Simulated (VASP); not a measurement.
# TiAl (P-6m2) in VASP: notebook

Runs on TiAl. Level: PBEsol. Tasks: single point.

Everything below comes from runs of VASP 6.6.1. Logs are shortened: lines on timing, memory, paths and dates and some standing lists are left out, and cuts for length are marked.

## Step 1: The cell of the first run

It takes space group P-6m2 (No. 187, hexagonal). Conventional cell: a = 3.006 Å, b = 3.006 Å, c = 4.146 Å, α = 90.00°, β = 90.00°, γ = 120.00°. Within 3.6 Å of Ti (site symmetry -6m2) lie 6 Al at 2.70 Å and 6 Ti at 3.01 Å. Al (site symmetry -6m2) has 6 Ti at 2.70 Å and 6 Al at 3.01 Å within 3.6 Å.

## Step 2: Single point, PBEsol

INCAR reads:

```
PREC = Accurate
ENCUT = 500
EDIFF = 1E-6
ISMEAR = 0
SIGMA = 0.15
LREAL = False
LASPH = True
NELM = 120
ALGO = Normal
ISIF = 2
LWAVE = False
LCHARG = False
GGA = PS
NBANDS = 14
GGA_COMPAT = False
```

KPOINTS reads:

```
Automatic mesh
0
Gamma
  24 24 14
```

POSCAR reads:

```
TiAl
1.0
    3.0063514984      0.0000000000      0.0000000000
   -1.5031757492      2.6035767704      0.0000000000
    0.0000000000      0.0000000000      4.1455554779
Ti Al
1 1
Direct
    0.0000000000      0.0000000000      0.0000000000
    0.3333333333      0.6666666667      0.5000000000
```

Potentials or basis: VASP PAW PBE potentials, release 64 (Ti_sv, Al).

On the command line:

```bash
cat potpaw_PBE.64/Ti_sv/POTCAR potpaw_PBE.64/Al/POTCAR > POTCAR
mpirun -np 1 vasp_std > vasp.out
```

OUTCAR:

```text
PREC = Accurate
   ENCUT = 500
   EDIFF = 1E-6
   ISMEAR = 0
   LREAL = False
   LASPH = True
   NELM = 120
   ISIF = 2
   GGA = PS

 ion  position               nearest neighbor table
   1  0.000  0.000  0.000-   2 2.70   2 2.70   2 2.70   2 2.70   2 2.70   2 2.70
   2  0.333  0.667  0.500-   1 2.70   1 2.70   1 2.70   1 2.70   1 2.70   1 2.70

  LATTYP: Found a hexagonal cell.
 ALAT       =     3.0063514984
 C/A-ratio  =     1.3789323970

  Lattice vectors:

 A1 = (   3.0063514984,   0.0000000000,   0.0000000000)
 A2 = (  -1.5031757492,   2.6035767704,   0.0000000000)
 A3 = (   0.0000000000,   0.0000000000,   4.1455554779)

Analysis of symmetry for initial positions (statically):
=====================================================================
 Subroutine PRICEL returns:
 Original cell was already a primitive cell.

 Routine SETGRP: Setting up the symmetry group for a
 hexagonal supercell.

 Subroutine GETGRP returns: Found 12 space group operations
 (whereof 12 operations were pure point group operations)
 out of a pool of 24 trial point group operations.

The static configuration has the point symmetry D_3h.

Analysis of symmetry for dynamics (positions and initial velocities):
=====================================================================
 Subroutine PRICEL returns:
 Original cell was already a primitive cell.

 Routine SETGRP: Setting up the symmetry group for a
 hexagonal supercell.

 Subroutine GETGRP returns: Found 12 space group operations
 (whereof 12 operations were pure point group operations)
 out of a pool of 24 trial point group operations.

The dynamic configuration has the point symmetry D_3h.

 Subroutine INISYM returns: Found 12 space group operations
 (whereof 12 operations are pure point group operations),
 and found     1 'primitive' translations

----------------------------------------------------------------------------------------

                                     Primitive cell

  volume of cell :      32.4484

  direct lattice vectors                    reciprocal lattice vectors
     3.006351498  0.000000000  0.000000000     0.332629102  0.192043502  0.000000000
    -1.503175749  2.603576770  0.000000000     0.000000000  0.384087003  0.000000000
     0.000000000  0.000000000  4.145555478     0.000000000  0.000000000  0.241222197

  length of vectors
     3.006351498  3.006351498  4.145555478     0.384087003  0.384087003  0.241222197

  position of ions in fractional coordinates (direct lattice)
     0.000000000  0.000000000  0.000000000
     0.333333333  0.666666667  0.500000000

  ion indices of the primitive-cell ions
   primitive index   ion index
                 1           1
                 2           2

----------------------------------------------------------------------------------------

 KPOINTS: Automatic mesh

Automatic generation of k-mesh.
 Grid dimensions read from file:
 generate k-points for:   24   24   14

 Generating k-lattice:

  Cartesian coordinates                     Fractional coordinates (reciprocal lattice)
     0.013859546  0.008001813  0.000000000     0.041666667 -0.000000000  0.000000000
     0.000000000  0.016003625  0.000000000     0.000000000  0.041666667  0.000000000
     0.000000000  0.000000000  0.017230157     0.000000000  0.000000000  0.071428571

  Length of vectors
     0.016003625  0.016003625  0.017230157

  Shift w.r.t. Gamma in fractional coordinates (k-lattice)
     0.000000000  0.000000000  0.000000000

 Subroutine IBZKPT returns following result:
 ===========================================

 Found    488 irreducible k-points:

 Following reciprocal coordinates:
            Coordinates               Weight
  0.000000  0.000000  0.000000      1.000000
  0.041667  0.000000  0.000000      6.000000
  0.083333  0.000000  0.000000      6.000000
  0.125000  0.000000  0.000000      6.000000
  0.166667  0.000000  0.000000      6.000000
  0.208333  0.000000  0.000000      6.000000
[... 16 lines left out ...]
  0.416667  0.041667  0.000000     12.000000
  0.458333  0.041667  0.000000     12.000000
 [... further k-points ...]
   k-points           NKPTS =    488   k-points in BZ     NKDIM =    488   number of bands    NBANDS=     14
   number of dos      NEDOS =    301   number of ions     NIONS =      2
   total plane-waves  NPLWV =  17280
   dimension x,y,z NGX =    24 NGY =   24 NGZ =   30
   dimension x,y,z NGXF=    48 NGYF=   48 NGZF=   60
   ions per type =               1   1
   NGX,Y,Z   is equivalent  to a cutoff of  13.27, 13.27, 12.03 a.u.
   NGXF,Y,Z  is equivalent  to a cutoff of  26.54, 26.54, 24.06 a.u.
 SYSTEM =  unknown system
   PREC   = accura    normal or accurate (medium, high low for compatibility)
   ISTART =      0    job   : 0-new  1-cont  2-samecut
   ICHARG =      2    charge: 1-file 2-atom 10-const
   ISPIN  =      1    spin polarized calculation?
   LNONCOLLINEAR =      F non collinear calculations
   LSORBIT =      F    spin-orbit coupling
   LASPH  =      T    aspherical Exc in radial PAW
   ENCUT  =  500.0 eV  36.75 Ry    6.06 a.u.   5.48  5.48  7.56*2*pi/ulx,y,z
   NELM   =    120;   NELMIN=  2; NELMDL= -5     # of ELM steps
   EDIFF  = 0.1E-05   stopping-criterion for ELM
   LREAL  =      F    real-space projection
   EDIFFG = 0.1E-04   stopping-criterion for IOM
   NSW    =      0    number of steps for IOM
   IBRION =     -1    ionic relax: 0-MD 1-quasi-New 2-CG
   NFREE  =      0    steps in history (QN), initial steepest desc. (CG)
   ISIF   =      2    stress and relaxation
   ISYM   =      2    0-nonsym 1-usesym 2-fastsym
   POTIM  = 0.5000    time-step for ionic-motion
   TEBEG  =    0.0;   TEEND  =   0.0 temperature during run
   PSTRESS=    0.0 pullay stress
   NELECT =      15.0000    total number of electrons
   NUPDOWN=      -1.0000    fix difference up-down
   EMIN   =  10.00;   EMAX   =-10.00  energy-range for DOS
   EFERMI =   0.00;   METHOD = LEGACY
   ISMEAR =     0;   SIGMA  =   0.15  broadening in eV -4-tet -1-fermi 0-gaus
   EFERMI_NEDOS =   21; number of points for ismear=-14 and -15
   IALGO  =     38    algorithm
   IMIX   =      4    mixing-type and parameters
     AMIX     =   0.40;   BMIX     =  1.00
     AMIX_MAG =   1.60;   BMIX_MAG =  1.00
  volume/ion in A,a.u.               =      16.22       109.49
  Fermi-wavevector in a.u.,A,eV,Ry     =   1.265827  2.392066 21.800854  1.602318
  Thomas-Fermi vector in A             =   2.399060
   LORBIT       =      0    0 simple, 1 ext, 2 COOP (PROOUT), +10 PAW based schemes
   GGA     = PS    functional components
   LHFCALC =     F    Hartree Fock is set to
   AEXX    =    0.0000 exact exchange contribution
   IVDW    =     0    specifies the selected vdW correction
   LEPSILON=     F    determine dielectric tensor
   LRPA    =     F    only Hartree local field effects (RPA)
 non-spin polarized calculation
 Gauss-broadening in eV      SIGMA  =   0.15
  energy-cutoff  :      500.00
  volume of cell :       32.45
 maximum number of plane-waves:       849
 NGX is ok and might be reduce to    24

 number of electron      15.0000006 magnetization

 Free energy of the ion-electron system (eV)
  ---------------------------------------------------
  ext. energy  EPLUGINS =         0.00000000
  ---------------------------------------------------
  free energy    TOTEN  =       -12.72191008 eV

  energy without entropy =      -12.69053366  energy(sigma->0) =      -12.70622187

 E-fermi :   7.9404     XC(G=0): -11.1397

 val. band max:        7.9401406333   @ k =   0.1667   0.0000   0.2143
 cond. band min:       7.9405240445   @ k =   0.3333   0.2917   0.5000
 fundamental gap:      0.0003834112
 Fermi energy:         7.9404407388

 k-point     1 :       0.0000    0.0000    0.0000
  band No.  band energies     occupation
      1     -48.3436      2.00000
      2     -24.7864      2.00000
      3     -24.4638      2.00000
      4     -24.4638      2.00000
      5      -0.8009      2.00000
      6       6.1808      2.00000
      7       7.6621      1.99132
      8       9.0446      0.00000
      9       9.0446      0.00000
     10      10.2787      0.00000
     11      10.2787      0.00000
     12      13.9940      0.00000
     13      19.2220      0.00000
     14      19.2220      0.00000

 k-point     2 :       0.0417    0.0000    0.0000
  band No.  band energies     occupation
      1     -48.3427      2.00000
      2     -24.7854      2.00000
      3     -24.4705      2.00000
      4     -24.4654      2.00000
      5      -0.7610      2.00000
      6       6.2151      2.00000
      7       7.6305      1.99653
      8       9.0020      0.00000
      9       9.0748      0.00000
     10      10.2673      0.00000
     11      10.3327      0.00000
     12      13.9928      0.00000
     13      18.6338      0.00000
     14      18.8548      0.00000

 k-point     3 :       0.0833    0.0000    0.0000
  band No.  band energies     occupation
      1     -48.3399      2.00000
      2     -24.7823      2.00000
      3     -24.4902      2.00000
      4     -24.4699      2.00000
      5      -0.6414      2.00000
      6       6.3152      2.00000
      7       7.5441      1.99981
      8       8.8797      0.00000
      9       9.1647      0.00000
     10      10.2342      0.00000
     11      10.4858      0.00000
     12      13.9860      0.00000
     13      17.5597      0.00000
     14      18.2442      0.00000
[... 324 lines left out ...]
 k-point    23 :       0.4167    0.0417    0.0000
  band No.  band energies     occupation
      1     -48.2896      2.00000
      2     -24.8313      2.00000
      3     -24.7269      2.00000
      4     -24.5538      2.00000
      5       3.1990      2.00000
      6       5.5119      2.00000
      7       6.6659      2.00000
      8       7.1630      2.00000
      9       9.6167      0.00000
     10      11.2504      0.00000
     11      12.1983      0.00000
     12      13.1139      0.00000
     13      14.1477      0.00000
     14      14.6064      0.00000

 k-point    24 :       0.4583    0.0417    0.0000
  band No.  band energies     occupation
      1     -48.2877      2.00000
      2     -24.8438      2.00000
      3     -24.7248      2.00000
      4     -24.5569      2.00000
      5       3.7892      2.00000
      6       4.9188      2.00000
      7       6.6452      2.00000
      8       7.1119      2.00000
      9       9.5947      0.00000
     10      11.3774      0.00000
     11      12.2824      0.00000
     12      13.2390      0.00000
     13      14.0676      0.00000
     14      14.5918      0.00000

 [... further k-points ...]
[... 5 lines left out ...]
  --------------------------------------------------------------------------------------
  -------------------------------------------------------------------------------------
  Total       -0.6080574     -0.6080574      3.3745120      0.0000000      0.0000000      0.0000000
  in kB      -30.0235656    -30.0235656    166.6205955      0.0000000      0.0000000      0.0000000
  external PRESSURE =      35.5244881 kB  Pullay stress =       0.0000000 kB

 VOLUME and BASIS-vectors are now :
 -----------------------------------------------------------------------------
  energy-cutoff  :      500.00
  volume of cell :       32.45
      direct lattice vectors                 reciprocal lattice vectors
     3.006351498  0.000000000  0.000000000     0.332629102  0.192043502  0.000000000
    -1.503175749  2.603576770  0.000000000     0.000000000  0.384087003  0.000000000
     0.000000000  0.000000000  4.145555478     0.000000000  0.000000000  0.241222197

 POSITION                                       TOTAL-FORCE (eV/Angst)
 -----------------------------------------------------------------------------------
      0.00000      0.00000      0.00000        -0.000000      0.000000      0.000000
     -0.00000      1.73572      2.07278         0.000000     -0.000000      0.000000
 -----------------------------------------------------------------------------------
    total drift:                                0.000000     -0.000000      0.000000

  FREE ENERGIE OF THE ION-ELECTRON SYSTEM (eV)
  ---------------------------------------------------
  free  energy   TOTEN  =       -12.7219100836 eV

  energy  without entropy=      -12.6905336630  energy(sigma->0) =      -12.70622187
```

Run time: 59 s. Hardware: 1 thread of Intel Xeon 6975P-C (Granite Rapids), shared host; peak memory 0.32 GiB.

What came out:

| Property | Result |
| --- | --- |
| Free energy | -12.7219 eV |
| Pressure | 3.6 GPa |
| Band gap on the k mesh | zero (an odd number of electrons rules out a gap without spin polarisation) |

Stress tensor (GPa, compression positive):
```
-3.00  0.00  0.00
 0.00 -3.00  0.00
 0.00  0.00 16.66
```

Levels at points of the mesh, in eV from the Fermi level:
```tsv
k point	band 5	band 6	band 7	band 8	band 9	band 10	band 11	band 12
(0.00, 0.00, 0.00)	-8.74	-1.76	-0.28	1.10	1.10	2.34	2.34	6.05
(0.50, 0.00, 0.00)	-4.05	-3.17	-1.31	-0.84	1.72	3.50	4.37	5.23
(0.00, 0.00, 0.50)	-7.30	-5.00	0.48	1.16	1.16	2.09	2.09	9.47
(0.50, 0.00, 0.50)	-3.93	-2.15	-1.84	0.35	1.21	1.34	3.51	4.26
```

Caveat: the stress differs along the axes, from -3 to 17 GPa; the PAW data sets were made with another functional, which shifts forces and pressure a little.

## Step 3: Single point, PBEsol

This run uses another cell than the first one, of the same volume but with other edges.

INCAR reads:

```
SYSTEM = TiAl
ALGO = Normal
EDIFF = 1E-6
ENCUT = 500
GGA = PS
GGA_COMPAT = .False.
ISIF = 2
ISMEAR = 0
LASPH = .True.
LCHARG = .False.
LREAL = .False.
LWAVE = .False.
NBANDS = 14
NELM = 120
PREC = Accurate
SIGMA = 0.15
```

KPOINTS reads:

```
k-points
0
Gamma
  24 24 14
  0 0 0
```

POSCAR reads:

```
TiAl
1.0
    2.6799024323      0.0000000000      0.0000000000
   -1.3399512161      2.3208635861      0.0000000000
    0.0000000000      0.0000000000      5.2170413430
Ti Al
1 1
Direct
    0.0000000000      0.0000000000      0.0000000000
    0.3333333333      0.6666666667      0.5000000000
```

Potentials or basis: VASP PAW PBE potentials, release 64 (Ti_sv, Al).

On the command line:

```bash
cat potpaw_PBE.64/Ti_sv/POTCAR potpaw_PBE.64/Al/POTCAR > POTCAR
mpirun -np 1 vasp_std > vasp.out
```

Run time: 66 s. Hardware: 1 thread of Intel Xeon 6975P-C (Granite Rapids), shared host; peak memory 0.32 GiB.

It converged, with:

```
Free energy            : -12.5512 eV
Pressure               : 1.6 GPa
Band gap on the k mesh : zero (an odd number of electrons rules out a gap without spin polarisation)
```

Stress tensor (GPa, compression positive):
```
 12.49   0.00   0.00
  0.00  12.49   0.00
  0.00   0.00 -20.30
```

Levels at points of the mesh, in eV from the Fermi level:
```csv
k point,band 3,band 4,band 5,band 6,band 7,band 8,band 9,band 10,band 11,band 12
"(0.00, 0.00, 0.00)",-32.11,-32.11,-9.62,-3.24,-3.22,1.22,1.22,1.81,3.21,3.21
"(0.50, 0.00, 0.00)",-32.67,-32.35,-3.70,-2.57,-1.88,-1.63,2.43,3.40,3.47,4.62
"(0.00, 0.00, 0.50)",-32.11,-32.11,-9.11,-5.78,-1.57,1.22,1.22,3.19,3.19,3.93
"(0.50, 0.00, 0.50)",-32.67,-32.35,-3.62,-2.71,-2.25,0.63,0.99,1.48,2.38,4.62
```

Caveat: the stress differs along the axes, from -20 to 12 GPa; the PAW data sets were made with another functional, which shifts forces and pressure a little.
